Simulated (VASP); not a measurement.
Input of a VASP 6.6.1 run:

File INCAR:

```
PREC = Accurate
ENCUT = 520
EDIFF = 1E-6
ISMEAR = 0
SIGMA = 0.15
LREAL = F
LASPH = T
NELM = 60
ALGO = Fast
ISIF = 2
LWAVE = F
LCHARG = F
GGA = PE
NBANDS = 11
```

Contents of KPOINTS:

```
regular mesh
0
Gamma
  14 14 14
```

POSCAR

```
Ca
1.0
    0.0000000000      2.9059680000      2.6824320000
    2.9059680000      0.0000000000      2.6824320000
    2.9059680000      2.9059680000      0.0000000000
Ca
1
Direct
    0.0000000000      0.0000000000      0.0000000000
```

Potentials or basis: VASP PAW PBE potentials, release 64 (Ca_sv).

Run with:

```console
$ cat potpaw_PBE.64/Ca_sv/POTCAR > POTCAR
$ mpirun -np 1 vasp_std > vasp.out
```

(1) Predict the band gap on the k mesh.

(2) Estimate the pressure.

Results:

(1) zero (band 5 reaches 1.90 eV, above the bottom of band 6 at 1.49 eV).

(2) -1.1 GPa.

Caveat: the cell differs from its parent crystal (strain +0.040 along x and y, -0.040 along z).
